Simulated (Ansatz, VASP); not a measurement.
## One calculation of AlN, two programs

POSCAR

```
AlN
1.0
    3.1130000000      0.0000000000      0.0000000000
   -1.5565000000      2.6959370820      0.0000000000
    0.0000000000      0.0000000000      4.9810000000
Al N
2 2
Direct
    0.6666666667      0.3333333333      0.5000000000
    0.3333333333      0.6666666667      0.0000000000
    0.6666666667      0.3333333333      0.8800000000
    0.3333333333      0.6666666667      0.3800000000
```

Contents of INCAR.step1:

```
PREC = Accurate
ENCUT = 520
EDIFF = 1E-5
ISMEAR = -1
SIGMA = 0.05
LREAL = False
LASPH = True
NELM = 80
ALGO = Normal
ISIF = 2
LWAVE = True
LCHARG = False
NBANDS = 16
GGA = PE
```

Contents of INCAR.step2:

```
PREC = Accurate
ENCUT = 520
EDIFF = 1E-7
ISMEAR = -1
SIGMA = 0.05
LREAL = False
LASPH = True
NELM = 80
ALGO = Normal
ISIF = 2
LWAVE = False
LCHARG = False
METAGGA = R2SCAN
LHFCALC = True
AEXX = 0.25
LMIXTAU = True
PRECFOCK = Normal
NBANDS = 16
ISTART = 1
```

The input KPOINTS:

```
Automatic mesh
0
Gamma
  5 5 3
```

The input input.yaml:

```yaml
crystal:
  lattice:
    - [3.113, 0.0, 0.0]
    - [-1.5565, 2.695937082, 0.0]
    - [0.0, 0.0, 4.981]
  atoms:
    - { symbol: Al, position: [0.6666666667, 0.3333333333, 0.5] }
    - { symbol: Al, position: [0.3333333333, 0.6666666667, 0.0] }
    - { symbol: "N", position: [0.6666666667, 0.3333333333, 0.88] }
    - { symbol: "N", position: [0.3333333333, 0.6666666667, 0.38] }
hamiltonian:
  xc: r2scan0
  pseudopotentials: { kind: paw }
kpoints:
  mp_grid: { grid: [5, 5, 3] }
  band_path:
    path:
      - [[0.0, 0.0, 0.0], [0.5, 0.0, 0.0], [0.3333333333, 0.3333333333, 0.0], [0.0, 0.0, 0.0], [0.0, 0.0, 0.5], [0.5, 0.0, 0.5], [0.3333333333, 0.3333333333, 0.5], [0.0, 0.0, 0.5]]
      - [[0.5, 0.0, 0.5], [0.5, 0.0, 0.0]]
      - [[0.3333333333, 0.3333333333, 0.0], [0.3333333333, 0.3333333333, 0.5]]
    npoints: 4
scf:
  occupations: { method: fermi_dirac, width: 0.05 }
  n_extra_bands: 10
output:
  forces: true
  stress: true
  eigenvalues: true
  fatbands: false
```

Alike in both runs: functional r2SCAN0; k mesh 5 × 5 × 3; occupations fermi-dirac, width 0.05 eV; no spin polarisation.

|  | VASP | Ansatz |
| --- | --- | --- |
| version | VASP 6.6.1 | Ansatz 0.2.0 |
| potentials or method | VASP PAW PBE potentials, release 64 (Al, N) | Ansatz PAW |
| plane-wave cutoff (eV) | 520 | 500 |
| valence electrons in the cell | 16 | 16 |
| task | single point | band structure |

VASP gave:

| Item | Value |
| --- | --- |
| gap on the k mesh at the Fermi level (eV) | 6.76 |
| least direct gap on the mesh (eV) | 6.76 |
| pressure (GPa) | -4.4 |
| traceless stress, the component that is largest in VASP (GPa) | 1.14 |
| rms of the force components (eV/Å) | 0.073 |

Task: What did Ansatz give for the same quantities?

Result: gap on the k mesh at the Fermi level (eV): 6.73; least direct gap on the mesh (eV): 6.73; pressure (GPa): -4.2; traceless stress, the component that is largest in VASP (GPa): 1.04; rms of the force components (eV/Å): 0.073.

VASP's potentials were made for PBE, not for r2SCAN0. Atom by atom the forces differ by 0.000 eV/Å (rms over components). With one functional, cell and mesh, what is left measures potentials, basis and numerics.

The k mesh is coarse, so the values compare programs but aren't converged.
